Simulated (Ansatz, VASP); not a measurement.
## Na4ICl3: VASP beside Ansatz

The input INCAR:

```
SYSTEM = Na4ICl3
  ALGO = Normal
  EDIFF = 1E-7
  EDIFFG = -0.025
  ENCUT = 600
  GGA = PE
  IBRION = 2
  ISIF = 3
  ISMEAR = 0
  LASPH = .True.
  LCHARG = .False.
  LREAL = .False.
  LWAVE = .False.
  NELM = 60
  NSW = 80
  PREC = Accurate
  SIGMA = 0.1
```

The input KPOINTS:

```
k-points
0
Gamma
  4 4 4
  0 0 0
```

The input POSCAR:

```
Na4ICl3
1.0
    5.9327889179      0.0356284737     -0.0426483602
    0.0356284737      6.0411881576      0.0475427196
   -3.0261191645     -2.9916881686      5.9524562704
Na I Cl
4 1 3
Direct
    0.5182851222     -0.0297389758     -0.0230966283
   -0.0149862161      0.5244034998      0.0313127148
    0.2672360323      0.2147649748      0.5286845266
    0.7496377721      0.7918081286      0.4770719042
   -0.0463681796     -0.0049822752     -0.0088202237
    0.5001746139      0.5200579060      0.9828926390
    0.2513602699      0.7262476601      0.4959933593
    0.7746605854      0.2574390817      0.5159617081
```

Input for Ansatz:

```yaml
crystal:
  lattice:
    - [5.9327889179, 0.0356284737, -0.0426483602]
    - [0.0356284737, 6.0411881576, 0.0475427196]
    - [-3.0261191645, -2.9916881686, 5.9524562704]
  atoms:
    - { symbol: Na, position: [0.5182851222, -0.0297389758, -0.0230966283] }
    - { symbol: Na, position: [-0.0149862161, 0.5244034998, 0.0313127148] }
    - { symbol: Na, position: [0.2672360323, 0.2147649748, 0.5286845266] }
    - { symbol: Na, position: [0.7496377721, 0.7918081286, 0.4770719042] }
    - { symbol: I, position: [-0.0463681796, -0.0049822752, -0.0088202237] }
    - { symbol: Cl, position: [0.5001746139, 0.520057906, 0.982892639] }
    - { symbol: Cl, position: [0.2513602699, 0.7262476601, 0.4959933593] }
    - { symbol: Cl, position: [0.7746605854, 0.2574390817, 0.5159617081] }
basis:
  ecutwfc: 420
kpoints:
  mp_grid: { grid: [4, 4, 4] }
hamiltonian:
  xc: pbe
scf:
  occupations: { method: gaussian, width: 0.1 }
  lower_state_search: "off"
output:
  forces: true
  stress: true
  eigenvalues: true
relax:
  adjacent_minimum: "off"
  f_tol: 0.025
  max_steps: 60
  cell: { stress_tol: 0.25 }
```

Change from the starting cell: cell x1, atoms moved at random (sigma 0.15 Å) and cell strained at random (1.5 %), then relaxed without symmetry.

Alike in both runs: task relaxation of cell and atoms; functional PBE; k mesh 4 × 4 × 4; occupations gaussian, width 0.1 eV; no spin polarisation.

|  | VASP | Ansatz |
| --- | --- | --- |
| version | VASP 6.6.1 | Ansatz 0.2.0 |
| potentials or method | VASP PAW PBE potentials, release 64 (Na_pv, I, Cl), cutoff 600 eV | scalar-relativistic, plane waves, PAW |
| valence electrons in the cell | 56 | 74 |

|  | VASP | Ansatz | Ansatz less VASP |
| --- | --- | --- | --- |
| gap on the k mesh at the Fermi level, each at its own relaxed structure (eV) | 4.36 | 4.36 | -0.006 |
| relaxed volume (Å³/atom) | 26.38 | 26.41 | +0.036 |
| relaxed length of the cell vector where the two differ most in proportion (Å) | 5.976 | 5.990 | +0.0134 |

VASP's potentials hold 56 valence electrons a cell and Ansatz's 74, so a difference there can come from the potentials and not from the codes.

Neither program's run includes spin-orbit coupling.
